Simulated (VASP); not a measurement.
# Zn4HO4 (a cell with a defect) in VASP: a series of runs, part 2 of 2

VASP 6.6.1. The steps go on from the part before.

## (4) Single point, PBEsol

The input, INCAR:

```
SYSTEM = Zn4HO4
PREC = Accurate
ENCUT = 520
EDIFF = 1E-6
ISMEAR = 0
SIGMA = 0.05
LREAL = .False.
LASPH = .True.
NELM = 100
ALGO = Normal
ISIF = 2
LWAVE = .False.
LCHARG = .True.
GGA = PS
LELF = .True.
LVHAR = .True.
NBANDS = 46
```

The input, KPOINTS:

```
Automatic mesh
0
Gamma
  4 4 8
  0 0 0
```

The input, POSCAR:

```
Zn4HO4
1.0
    5.5148137916      0.0000000000      0.0000000000
    0.0000000000      5.5148137916      0.0000000000
    0.0000000000      0.0000000000      3.2430062931
Zn O H
4 4 1
Direct
    0.1820657240      0.1820657240      0.5000000000
    0.8179342760      0.8179342760      0.5000000000
    0.6820657240      0.3179342760      0.0000000000
    0.3179342760      0.6820657240      0.0000000000
    0.8180023132      0.1819976868      0.5000000000
    0.1819976868      0.8180023132      0.5000000000
    0.6819976868      0.6819976868      0.0000000000
    0.3180023132      0.3180023132      0.0000000000
    1.0000405349     -0.2180023132      0.4000000000
```

Potentials or basis: VASP PAW PBE potentials, release 64 (Zn, O, H).

Run with:

```bash
$ cat potpaw_PBE.64/Zn/POTCAR potpaw_PBE.64/O/POTCAR potpaw_PBE.64/H/POTCAR > POTCAR
$ mpirun -np 1 vasp_std > vasp.out
```

OUTCAR:

```text
SYSTEM = Zn4HO4
   PREC = Accurate
   ENCUT = 520
   EDIFF = 1E-6
   ISMEAR = 0
   LREAL = .False.
   LASPH = .True.
   NELM = 100
   ISIF = 2
   GGA = PS

 ion  position               nearest neighbor table
   1  0.182  0.182  0.500-   8 1.94   8 1.94   5 2.01   6 2.01   2 2.84
   2  0.818  0.818  0.500-   9 1.07   7 1.94   7 1.94   6 2.01   5 2.01   1 2.84
   3  0.682  0.318  0.000-   5 1.94   5 1.94   8 2.01   7 2.01   4 2.84
   4  0.318  0.682  0.000-   6 1.94   6 1.94   8 2.01   7 2.01   3 2.84
   5  0.818  0.182  0.500-   3 1.94   3 1.94   1 2.01   2 2.01
   6  0.182  0.818  0.500-   9 1.07   4 1.94   4 1.94   2 2.01   1 2.01
   7  0.682  0.682  0.000-   2 1.94   2 1.94   4 2.01   3 2.01
   8  0.318  0.318  0.000-   1 1.94   1 1.94   4 2.01   3 2.01
   9  0.000  0.782  0.400-   6 1.07   2 1.07

  LATTYP: Found a simple tetragonal cell.
 ALAT       =     5.5148137916
 C/A-ratio  =     0.5880536344

  Lattice vectors:

 A1 = (   5.5148137916,   0.0000000000,   0.0000000000)
 A2 = (   0.0000000000,   5.5148137916,   0.0000000000)
 A3 = (   0.0000000000,   0.0000000000,   3.2430062931)

Analysis of symmetry for initial positions (statically):
=====================================================================
 Subroutine PRICEL returns:
 Original cell was already a primitive cell.

 Routine SETGRP: Setting up the symmetry group for a
 simple tetragonal supercell.

 Subroutine GETGRP returns: Found  1 space group operations
 (whereof  1 operations were pure point group operations)
 out of a pool of 16 trial point group operations.

The static configuration has the point symmetry C_1 .

Analysis of symmetry for dynamics (positions and initial velocities):
=====================================================================
 Subroutine PRICEL returns:
 Original cell was already a primitive cell.

 Routine SETGRP: Setting up the symmetry group for a
 simple tetragonal supercell.

 Subroutine GETGRP returns: Found  1 space group operations
 (whereof  1 operations were pure point group operations)
 out of a pool of 16 trial point group operations.

The dynamic configuration has the point symmetry C_1 .

 Subroutine INISYM returns: Found  1 space group operations
 (whereof  1 operations are pure point group operations),
 and found     1 'primitive' translations

----------------------------------------------------------------------------------------

                                     Primitive cell

  volume of cell :      98.6301

  direct lattice vectors                    reciprocal lattice vectors
     5.514813792  0.000000000  0.000000000     0.181329785  0.000000000  0.000000000
     0.000000000  5.514813792  0.000000000     0.000000000  0.181329785  0.000000000
     0.000000000  0.000000000  3.243006293     0.000000000  0.000000000  0.308355862

  length of vectors
     5.514813792  5.514813792  3.243006293     0.181329785  0.181329785  0.308355862

  position of ions in fractional coordinates (direct lattice)
     0.182065724  0.182065724  0.500000000
     0.817934276  0.817934276  0.500000000
     0.682065724  0.317934276  0.000000000
     0.317934276  0.682065724  0.000000000
     0.818002313  0.181997687  0.500000000
     0.181997687  0.818002313  0.500000000
     0.681997687  0.681997687  0.000000000
     0.318002313  0.318002313  0.000000000
[... 66 lines left out ...]
 [... further k-points ...]
   k-points           NKPTS =     68   k-points in BZ     NKDIM =     68   number of bands    NBANDS=     46
   number of dos      NEDOS =    301   number of ions     NIONS =      9
   total plane-waves  NPLWV =  42336
   dimension x,y,z NGX =    42 NGY =   42 NGZ =   24
   dimension x,y,z NGXF=    84 NGYF=   84 NGZF=   48
   ions per type =               4   4   1
   NGX,Y,Z   is equivalent  to a cutoff of  12.66, 12.66, 12.30 a.u.
   NGXF,Y,Z  is equivalent  to a cutoff of  25.32, 25.32, 24.61 a.u.
 SYSTEM =  Zn4HO4
   PREC   = accura    normal or accurate (medium, high low for compatibility)
   ISTART =      0    job   : 0-new  1-cont  2-samecut
   ICHARG =      2    charge: 1-file 2-atom 10-const
   ISPIN  =      1    spin polarized calculation?
   LNONCOLLINEAR =      F non collinear calculations
   LSORBIT =      F    spin-orbit coupling
   LASPH  =      T    aspherical Exc in radial PAW
   ENCUT  =  520.0 eV  38.22 Ry    6.18 a.u.  10.25 10.25  6.03*2*pi/ulx,y,z
   NELM   =    100;   NELMIN=  2; NELMDL= -5     # of ELM steps
   EDIFF  = 0.1E-05   stopping-criterion for ELM
   LREAL  =      F    real-space projection
   EDIFFG = 0.1E-04   stopping-criterion for IOM
   NSW    =      0    number of steps for IOM
   IBRION =     -1    ionic relax: 0-MD 1-quasi-New 2-CG
   NFREE  =      0    steps in history (QN), initial steepest desc. (CG)
   ISIF   =      2    stress and relaxation
   ISYM   =      2    0-nonsym 1-usesym 2-fastsym
   POTIM  = 0.5000    time-step for ionic-motion
   TEBEG  =    0.0;   TEEND  =   0.0 temperature during run
   PSTRESS=    0.0 pullay stress
   NELECT =      73.0000    total number of electrons
   NUPDOWN=      -1.0000    fix difference up-down
   EMIN   =  10.00;   EMAX   =-10.00  energy-range for DOS
   EFERMI =   0.00;   METHOD = LEGACY
   ISMEAR =     0;   SIGMA  =   0.05  broadening in eV -4-tet -1-fermi 0-gaus
   EFERMI_NEDOS =   21; number of points for ismear=-14 and -15
   IALGO  =     38    algorithm
   IMIX   =      4    mixing-type and parameters
     AMIX     =   0.40;   BMIX     =  1.00
     AMIX_MAG =   1.60;   BMIX_MAG =  1.00
  volume/ion in A,a.u.               =      10.96        73.95
  Fermi-wavevector in a.u.,A,eV,Ry     =   1.480855  2.798411 29.836656  2.192932
  Thomas-Fermi vector in A             =   2.594838
   LORBIT       =      0    0 simple, 1 ext, 2 COOP (PROOUT), +10 PAW based schemes
   GGA     = PS    functional components
   LHFCALC =     F    Hartree Fock is set to
   AEXX    =    0.0000 exact exchange contribution
   IVDW    =     0    specifies the selected vdW correction
   LEPSILON=     F    determine dielectric tensor
   LRPA    =     F    only Hartree local field effects (RPA)
 non-spin polarized calculation
 Gauss-broadening in eV      SIGMA  =   0.05
  energy-cutoff  :      520.00
  volume of cell :       98.63
 maximum number of plane-waves:      2684
 NGX is ok and might be reduce to    42
   NGX = 21   NGY = 21   NGZ = 13

 number of electron      73.0000001 magnetization

 Free energy of the ion-electron system (eV)
  ---------------------------------------------------
  ext. energy  EPLUGINS =         0.00000000
  ---------------------------------------------------
  free energy    TOTEN  =       -35.42630674 eV

  energy without entropy =      -35.42556114  energy(sigma->0) =      -35.42593394

 E-fermi :   4.1733     XC(G=0): -11.0961

 val. band max:        4.1303939178   @ k =   0.2500   0.2500   0.2500
 cond. band min:       4.1966607902   @ k =   0.5000   0.5000   0.0000
 fundamental gap:      0.0662668724
 Fermi energy:         4.1732889615

 k-point     1 :       0.0000    0.0000    0.0000
  band No.  band energies     occupation
      1     -19.5721      2.00000
      2     -16.6040      2.00000
      3     -16.1089      2.00000
      4     -15.9121      2.00000
      5      -9.2895      2.00000
      6      -6.1770      2.00000
[... 1165 lines left out ...]
     45      11.1972      0.00000
     46      11.5109      0.00000

 [... further k-points ...]

------------------------ aborting loop because EDIFF is reached ----------------------------------------

  FORCE on cell =-STRESS in cart. coord.  units (eV):
  Direction    XX          YY          ZZ          XY          YZ          ZX
  --------------------------------------------------------------------------------------
  -------------------------------------------------------------------------------------
  Total       26.9533654      5.0354992      7.6756399     -3.5840962      1.5542278     -5.9743308
  in kB      437.8386369     81.7981750    124.6854217    -58.2211446     25.2473472    -97.0488407
  external PRESSURE =     214.7740779 kB  Pullay stress =       0.0000000 kB

 VOLUME and BASIS-vectors are now :
 -----------------------------------------------------------------------------
  energy-cutoff  :      520.00
  volume of cell :       98.63
      direct lattice vectors                 reciprocal lattice vectors
     5.514813792  0.000000000  0.000000000     0.181329785  0.000000000  0.000000000
     0.000000000  5.514813792  0.000000000     0.000000000  0.181329785  0.000000000
     0.000000000  0.000000000  3.243006293     0.000000000  0.000000000  0.308355862

 POSITION                                       TOTAL-FORCE (eV/Angst)
 -----------------------------------------------------------------------------------
      1.00406      1.00406      1.62150         0.009429      1.030573      0.029815
      4.51076      4.51076      1.62150       -20.125641      3.789462      6.184037
      3.76147      1.75335      0.00000         0.024368     -0.089934      0.002399
      1.75335      3.76147      0.00000         0.977506     -0.947169     -0.137398
      4.51113      1.00368      1.62150         0.126698     -0.294153      0.024151
      1.00368      4.51113      1.62150         2.452364      0.371166      0.298042
      3.76109      3.76109      0.00000        -0.386299      0.145645     -0.158751
      1.75372      1.75372      0.00000        -0.050261      0.040385      0.002282
      0.00022      4.31257      1.29720        16.971838     -4.045975     -6.244578
 -----------------------------------------------------------------------------------
    total drift:                               -0.000139      0.000302      0.000015

  FREE ENERGIE OF THE ION-ELECTRON SYSTEM (eV)
  ---------------------------------------------------
  free  energy   TOTEN  =       -35.4263067421 eV

  energy  without entropy=      -35.4255611381  energy(sigma->0) =      -35.42593394
```

Wall time 6.4 min (1 thread of Intel Xeon 8259CL, shared host); peak memory 0.36 GiB.

Results:

| Quantity | Value |
| --- | --- |
| Free energy | -35.4263 eV |
| Pressure | 21.5 GPa |
| Largest force | 21.393 eV/Å |

Forces in eV/Å, atoms in the order of the input:
```
Zn    0.009   1.031   0.030
Zn  -20.126   3.789   6.184
Zn    0.024  -0.090   0.002
Zn    0.978  -0.947  -0.137
O     0.127  -0.294   0.024
O     2.452   0.371   0.298
O    -0.386   0.146  -0.159
O    -0.050   0.040   0.002
H    16.972  -4.046  -6.245
```

Caveat: the PAW data sets were made with another functional, which shifts forces and pressure a little; an odd number of electrons without spin polarisation forces a metal; a magnetic or distorted state may lie lower.

## (5) Single point, PBEsol

The input, INCAR:

```
SYSTEM = Zn4HO4
ALGO = Normal
EDIFF = 1E-6
ENCUT = 520
GGA = PS
ISIF = 2
ISMEAR = 0
LASPH = .TRUE.
LCHARG = .FALSE.
LREAL = .FALSE.
LWAVE = .FALSE.
NBANDS = 46
NELM = 60
PREC = Accurate
SIGMA = 0.05
```

The input, KPOINTS:

```
k-points
0
G
  4 4 8
  0 0 0
```

POSCAR, as its differences from that of step 4:

```diff
@@ -16,2 +16,2 @@
     0.3180023132      0.3180023132      0.0000000000
-    1.0000405349     -0.2180023132      0.4000000000
+    1.0000405349     -0.3180023132      0.1000000000
```

Run with:

```bash
$ cat potpaw_PBE.64/Zn/POTCAR potpaw_PBE.64/O/POTCAR potpaw_PBE.64/H/POTCAR > POTCAR
$ mpirun -np 1 vasp_std > vasp.out
```

Wall time 6.6 min (1 thread of AMD EPYC 7R43 (Zen 3), shared host); peak memory 0.3 GiB.

The run converged. Its results:

- Free energy: -39.3473 eV
- Pressure: 6.1 GPa
- Largest force: 0.968 eV/Å

Forces in eV/Å, atoms in the order of the input:
```
Zn   0.004  0.165 -0.010
Zn  -0.171  0.435  0.437
Zn  -0.017 -0.264 -0.002
Zn   0.083 -0.408 -0.159
O   -0.058 -0.125  0.019
O    0.622  0.555  0.433
O   -0.913  0.017 -0.322
O    0.267 -0.074 -0.003
H    0.182 -0.302 -0.393
```

Stress tensor (GPa, compression positive):
```
 6.02 -0.17  0.14
-0.17  4.11  1.08
 0.14  1.08  8.29
```

Levels at points of the mesh, in eV from the Fermi level:
| k point | band 32 | band 33 | band 34 | band 35 | band 36 | band 37 | band 38 | band 39 | band 40 | band 41 |
| --- | --- | --- | --- | --- | --- | --- | --- | --- | --- | --- |
| (0.00, 0.00, 0.00) | -2.66 | -2.39 | -2.06 | -1.93 | -1.79 | -1.70 | 1.52 | 3.40 | 4.39 | 5.05 |
| (0.50, 0.00, 0.00) | -3.33 | -2.34 | -2.27 | -2.17 | -2.14 | -0.44 | 1.36 | 2.81 | 4.11 | 5.22 |
| (0.00, 0.50, 0.00) | -3.16 | -2.68 | -2.42 | -2.07 | -1.97 | -0.47 | 1.43 | 3.09 | 4.27 | 5.53 |
| (0.50, 0.50, 0.00) | -3.02 | -2.56 | -2.53 | -2.52 | -2.50 | -0.38 | 2.38 | 2.56 | 2.84 | 5.67 |
| (0.00, 0.00, 0.50) | -3.69 | -3.60 | -3.55 | -3.07 | -3.05 | 1.00 | 3.92 | 4.74 | 5.80 | 6.00 |
| (0.50, 0.00, 0.50) | -3.68 | -3.50 | -3.44 | -2.82 | -2.77 | 0.05 | 3.93 | 4.13 | 4.89 | 5.64 |
| (0.00, 0.50, 0.50) | -3.72 | -3.37 | -3.31 | -2.82 | -2.80 | 0.81 | 4.08 | 4.65 | 4.85 | 5.41 |
| (0.50, 0.50, 0.50) | -3.37 | -3.21 | -3.14 | -2.98 | -2.97 | -0.13 | 3.45 | 3.92 | 4.10 | 5.17 |

Caveat: the PAW data sets were made with another functional, which shifts forces and pressure a little; an odd number of electrons without spin polarisation forces a metal; a magnetic or distorted state may lie lower.

## (6) Single point, PBEsol

The input, INCAR:

```
SYSTEM = Zn4HO4
PREC     = Accurate       ! precision mode
ENCUT    = 520            ! plane-wave cutoff, eV
EDIFF    = 1E-6           ! SCF threshold, eV
ISMEAR   = 0              ! smearing method
SIGMA    = 0.05           ! smearing width, eV
LREAL    = .FALSE.        ! projectors in reciprocal space
LASPH    = .TRUE.         ! aspherical terms in the spheres
NELM     = 60             ! most SCF steps
ALGO     = Normal         ! electronic algorithm
ISIF     = 2              ! what is computed and relaxed
LWAVE    = .FALSE.        ! write WAVECAR
LCHARG   = .FALSE.        ! write CHGCAR
GGA      = PS             ! functional
NBANDS   = 46             ! bands
```

The input, KPOINTS:

```
Automatic mesh
0
G
  4 4 8
  0 0 0
```

POSCAR, as its differences from that of step 5:

```diff
@@ -16,2 +16,2 @@
     0.3180023132      0.3180023132      0.0000000000
-    1.0000405349     -0.3180023132      0.1000000000
+    1.0000405349      0.0819976868      0.1000000000
```

Potentials or basis: VASP PAW PBE potentials, release 64 (Zn, O, H).

Run with:

```bash
$ cat potpaw_PBE.64/Zn/POTCAR potpaw_PBE.64/O/POTCAR potpaw_PBE.64/H/POTCAR > POTCAR
$ mpirun -np 1 vasp_std > vasp.out
```

It took 7.1 min on 1 thread of AMD EPYC 7R43 (Zen 3), shared host; peak memory 0.31 GiB.

It converged, with:

```
Free energy   : -39.2925 eV
Pressure      : 5.5 GPa
Largest force : 0.771 eV/Å
```

Forces on the atoms (eV/Å):
```
Zn   0.474  0.051  0.537
Zn   0.019 -0.255  0.100
Zn  -0.153  0.239 -0.023
Zn  -0.040  0.136 -0.008
O   -0.601  0.197  0.256
O    0.257 -0.452  0.160
O   -0.058 -0.130 -0.025
O    0.409  0.218 -0.289
H   -0.307 -0.004 -0.707
```

Stress tensor (GPa, compression positive):
```
 5.37  0.00 -0.08
 0.00  4.57 -0.43
-0.08 -0.43  6.55
```

Levels at points of the mesh, in eV from the Fermi level:
| k point | band 34 | band 35 | band 36 | band 37 | band 38 | band 39 | band 40 | band 41 |
| --- | --- | --- | --- | --- | --- | --- | --- | --- |
| (0.00, 0.00, 0.00) | -2.05 | -1.76 | -1.71 | -1.55 | 1.79 | 3.49 | 3.72 | 5.66 |
| (0.50, 0.00, 0.00) | -2.06 | -2.04 | -1.97 | -0.56 | 1.51 | 3.04 | 4.30 | 5.59 |
| (0.00, 0.50, 0.00) | -2.20 | -1.93 | -1.84 | -0.67 | 1.55 | 3.18 | 4.27 | 5.48 |
| (0.50, 0.50, 0.00) | -2.39 | -2.35 | -2.34 | -0.55 | 2.62 | 2.93 | 3.01 | 5.79 |
| (0.00, 0.00, 0.50) | -3.36 | -2.92 | -2.90 | 0.52 | 4.13 | 4.38 | 6.28 | 6.44 |
| (0.50, 0.00, 0.50) | -3.13 | -2.66 | -2.61 | 0.37 | 4.17 | 4.26 | 5.10 | 5.45 |
| (0.00, 0.50, 0.50) | -3.11 | -2.67 | -2.62 | 0.54 | 4.17 | 4.24 | 5.10 | 5.39 |
| (0.50, 0.50, 0.50) | -2.98 | -2.84 | -2.82 | -0.11 | 3.75 | 3.79 | 4.15 | 6.07 |

Caveat: the PAW data sets were made with another functional, which shifts forces and pressure a little; an odd number of electrons without spin polarisation forces a metal; a magnetic or distorted state may lie lower.
